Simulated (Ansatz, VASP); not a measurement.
# TiN: VASP beside Ansatz

The input INCAR:

```
PREC     = Accurate       # precision mode
ENCUT    = 600            # plane-wave cutoff, eV
EDIFF    = 1E-6           # SCF threshold, eV
ISMEAR   = -1             # smearing method
SIGMA    = 0.08           # smearing width, eV
LREAL    = False          # projectors in reciprocal space
LASPH    = True           # aspherical terms in the spheres
NELM     = 120            # most SCF steps
ALGO     = Normal         # electronic algorithm
ISIF     = 2              # what is computed and relaxed
LWAVE    = False          # write WAVECAR
LCHARG   = False          # write CHGCAR
GGA      = PS             # functional
NBANDS   = 16             # bands
GGA_COMPAT= False
```

File KPOINTS:

```
Automatic mesh
0
Gamma
  16 16 16
```

File POSCAR:

```
TiN
1.0
    0.0000000000      2.1021282037      2.1021282037
    2.1021282037      0.0000000000      2.1021282037
    2.1021282037      2.1021282037      0.0000000000
Ti N
1 1
Direct
    0.0000000000      0.0000000000      0.0000000000
    0.5000000000      0.5000000000      0.5000000000
```

Input for Ansatz:

```yaml
crystal:
  lattice:
    - [0.0, 2.10212820366, 2.10212820366]
    - [2.10212820366, 0.0, 2.10212820366]
    - [2.10212820366, 2.10212820366, 0.0]
  atoms:
    - { symbol: Ti, position: [0.0, 0.0, 0.0] }
    - { symbol: "N", position: [0.5, 0.5, 0.5] }
kpoints:
  mp_grid: { grid: [16, 16, 16] }
scf:
  occupations: { method: fermi_dirac, width: 0.08 }
hamiltonian:
  xc: pbesol
  pseudopotentials: { kind: paw }
output:
  forces: true
  stress: true
  eigenvalues: true
  eigenstates:
    nscf_kmesh: { grid: [24, 24, 24] }
    de_dk: true
    e_range: [-14, 14]
  optics:
    e_range: [0, 20]
    de: 0.2
    sigma: 0.15
    bands: { spectra_wanted_up_to: 20 }
    nscf_kmesh: { grid: [24, 24, 24] }
    drude_damping: 0.03
checkpoint:
  write: ck
  write_wavefunctions: false
```

Alike in both runs: task single point; functional PBEsol; k mesh 16 × 16 × 16; occupations fermi-dirac, width 0.08 eV; no spin polarisation.

|  | VASP | Ansatz |
| --- | --- | --- |
| version | VASP 6.6.1 | Ansatz 0.2.0 |
| potentials or method | VASP PAW PBE potentials, release 64 (Ti_sv, N) | PAW with Ansatz's default frozen-core files, scalar-relativistic |
| plane-wave cutoff (eV) | 600 | 420 |
| valence electrons in the cell | 17 | 17 |

```csv
,VASP,Ansatz,Ansatz less VASP
pressure (GPa),0.3,0.0,-0.34
```

VASP's potentials were made for PBE, not for PBEsol. The functional is the same, so the differences come from potentials, cutoffs and numerics. Ansatz's warnings: optics on partly filled bands.
